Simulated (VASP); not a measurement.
A run of VASP 6.6.1 is set up as follows.

File INCAR:

```
SYSTEM = La3LuO2
PREC = Accurate
ENCUT = 520
EDIFF = 1E-6
ISMEAR = 0
SIGMA = 0.1
LREAL = .FALSE.
LASPH = .TRUE.
NELM = 100
ALGO = Normal
ISIF = 2
LWAVE = .FALSE.
LCHARG = .FALSE.
GGA = PE
NBANDS = 44
```

Contents of KPOINTS:

```
Automatic mesh
0
G
  4 4 4
  0 0 0
```

The input POSCAR:

```
La3LuO2
1.0
   -2.7859810800      3.2208594200      4.2047739100
    2.7859810800     -3.2208594200      4.2047739100
    2.7859810800      3.2208594200     -4.2047739100
La Lu O
3 1 2
Direct
    0.5000000000      0.0000000000      0.5000000000
    0.0000000000      0.5000000000      0.5000000000
    0.0000000000      0.0000000000      0.0000000000
    0.5000000000      0.5000000000      0.0000000000
    0.2375572400      0.2375572400      0.0000000000
    0.7624427600      0.7624427600      0.0000000000
```

Potentials or basis: VASP PAW PBE potentials, release 64 (La, Lu, O).

Command:

```sh
$ cat potpaw_PBE.64/La/POTCAR potpaw_PBE.64/Lu/POTCAR potpaw_PBE.64/O/POTCAR > POTCAR
$ mpirun -np 1 vasp_std > vasp.out
```

Question: Estimate the band gap on the k mesh.

Answer: Zero (band 35 reaches 6.89 eV, above the bottom of band 36 at 6.46 eV).

Question: Estimate the pressure.

Answer: 13.5 GPa.

Question: What does it give for the largest force?

Answer: 3.951 eV/Å.

Forces in eV/Å, atoms in the order of the input:
```
La   0.000  0.000  0.000
La   0.000  0.000  0.000
La   0.000  0.000  0.000
Lu   0.000  0.000  0.000
O    0.000  0.000  3.951
O    0.000  0.000 -3.951
```

Caveat: the k points lie up to 0.37 Å⁻¹ apart; spin-orbit coupling is left out, which moves the levels of the heavy elements; forces of over 1 eV/Å act on the atoms, so gaps and moduli don't describe the material at rest.
